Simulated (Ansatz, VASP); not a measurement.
# Two plane-wave programs on Pt3Se2

```xyz
5
Lattice="4.9155 0.0000 0.0000 0.0000 4.9155 0.0000 0.0000 0.0000 4.7252" Properties=species:S:1:pos:R:3 pbc="T T T"
Pt    0.0000    0.0000    2.3626
Pt    0.0000    2.4578    0.0000
Pt    2.4578    0.0000    0.0000
Se    0.0000    2.4578    2.3626
Se    2.4578    0.0000    2.3626
```

Alike in both runs: functional PBE; k mesh 8 × 8 × 8; occupations gaussian, width 0.1 eV; no spin polarisation.

Ansatz relaxed the structure, and its values are those at the end. VASP's run is a single point on that final structure, the one shown.

|  | VASP | Ansatz |
| --- | --- | --- |
| version | VASP 6.6.1 | Ansatz 0.2.0 |
| potentials or method | VASP PAW PBE potentials, release 64 (Pt, Se), cutoff 520 eV | scalar-relativistic, plane waves, PAW |
| valence electrons in the cell | 42 | 86 |

|  | VASP | Ansatz | Ansatz less VASP |
| --- | --- | --- | --- |
| gap on the k mesh at the Fermi level (eV) | none | none | - |
| pressure (GPa) | 0.1 | 0.0 | -0.09 |

A gap of «none» marks a metal or a gap that the smearing closes. With one functional, cell and mesh, what is left measures potentials, basis and numerics. VASP's potentials hold 42 valence electrons a cell and Ansatz's 86, so a difference there can come from the potentials and not from the codes.

Spin-orbit coupling is off throughout.
